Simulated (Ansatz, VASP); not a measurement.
Two plane-wave programs on TePb3Se2

```
CELL_PARAMETERS angstrom
4.47785 0.00000 0.00000
-2.23893 3.87793 0.00000
0.00000 0.00000 10.97135
ATOMIC_POSITIONS crystal
Te 0.00000 0.00000 0.00000
Pb 0.66667 0.33333 0.81918
Pb 0.00000 0.00000 0.50000
Pb 0.33333 0.66667 0.18082
Se 0.33333 0.66667 0.66027
Se 0.66667 0.33333 0.33973
```

Alike in both runs: functional PBE; k mesh 12 × 12 × 4; occupations gaussian, width 0.02 eV; no spin polarisation.

Ansatz relaxed the structure, and its values are those at the end. VASP's run is a single point on that final structure, the one shown.

```csv
,VASP,Ansatz
version,VASP 6.6.1,Ansatz 0.2.0
potentials or method,"VASP PAW PBE potentials, release 64 (Te, Pb_d, Se), cutoff 520 eV","scalar-relativistic, plane waves, PAW"
valence electrons in the cell,60,90
```

VASP gave:

```
gap on the k mesh at the Fermi level (eV) : 0.57
least direct gap on the mesh (eV)         : 0.58
pressure (GPa)                            : 0.0
```

Question: Which values does Ansatz return?

Answer: gap on the k mesh at the Fermi level (eV): 0.57; least direct gap on the mesh (eV): 0.57; pressure (GPa): 0.0.

The functional is the same, so the differences come from potentials, cutoffs and numerics. VASP's potentials hold 60 valence electrons a cell and Ansatz's 90, so a difference there can come from the potentials and not from the codes.

Spin-orbit coupling is off throughout.
